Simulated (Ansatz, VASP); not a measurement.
TaN: VASP beside Ansatz

```
Ta N
1.0
     2.80847    0.00000    0.00000
    -1.40423    2.43220    0.00000
     0.00000    0.00000    2.98737
Ta N
1 1
Direct
  0.33333 0.66667 0.50000
  0.00000 0.00000 0.00000
```

Alike in both runs: task single point; functional PBEsol; k mesh 21 × 21 × 18; occupations gaussian, width 0.15 eV; no spin polarisation.

|  | VASP | Ansatz |
| --- | --- | --- |
| version | VASP 6.6.1 | Ansatz 0.2.0 |
| potentials or method | VASP PAW PBE potentials, release 64 (Ta_sv_GW, N), cutoff 700 eV | scalar-relativistic, plane waves, PAW |
| valence electrons in the cell | 18 | 18 |

|  | VASP | Ansatz | Ansatz less VASP |
| --- | --- | --- | --- |
| gap on the k mesh at the Fermi level (eV) | none | none | - |
| pressure (GPa) | 15.0 | 15.0 | -0.06 |
| traceless stress, the component that is largest in VASP (GPa) | -35.59 | -35.82 | -0.227 |

VASP's potentials were made for PBE, not for PBEsol. A gap of «none» marks a metal or a gap that the smearing closes. With one functional, cell and mesh, what is left measures potentials, basis and numerics.

Spin-orbit coupling is off throughout.
